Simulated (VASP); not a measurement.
Wanted: the native input for a VASP 6.6.1 run.

| Item | Value |
| --- | --- |
| Task | single point |
| Functional | PBE |
| Dispersion | D3(BJ) |
| Potentials or basis | VASP PAW PBE potentials, release 64 (C) |
| Cutoff | 520 eV |
| k mesh | 15 × 15 × 15 |
| Occupations | gaussian, width 0.05 eV |
| Spin | no spin polarisation |
| Dipole correction | no |
| Further INCAR settings | ALGO = Normal; EDIFF = 1e-06; NBANDS = 11 |

The structure of C lies in POSCAR:

```
C
1.0
    1.2633109298      0.7293729054      3.4454225316
   -1.2633109298      0.7293729054      3.4454225316
    0.0000000000     -1.4587458108      3.4454225316
C
2
Direct
    0.1647114427      0.1647114427      0.1647114427
    0.8352885573      0.8352885573      0.8352885573
```

The input as run:

INCAR

```
PREC = Accurate ; ENCUT = 520
EDIFF = 1E-6 ; ISMEAR = 0
SIGMA = 0.05 ; LREAL = F
LASPH = T ; NELM = 80
ALGO = Normal ; ISIF = 2
LWAVE = F ; LCHARG = T
GGA = PE ; IVDW = 12
LELF = T ; LVHAR = T
NBANDS = 11
```

KPOINTS

```
Automatic mesh
0
Gamma
  15 15 15
```

Potentials or basis: VASP PAW PBE potentials, release 64 (C).

Run with:

```console
$ cat potpaw_PBE.64/C/POTCAR > POTCAR
$ mpirun -np 1 vasp_std > vasp.out
```

It gave:

```yaml
Pressure: -18.4 GPa
Largest_force: 0.647 eV/Å
Band_gap_on_the_k_mesh: 0.64 eV, direct
Dispersion_energy_per_atom: -0.148 eV
```

It took 50 s on 1 thread of Intel(R) Xeon(R) Platinum 8488C (Sapphire Rapids), with other jobs on the host, peak memory 0.2 GiB.
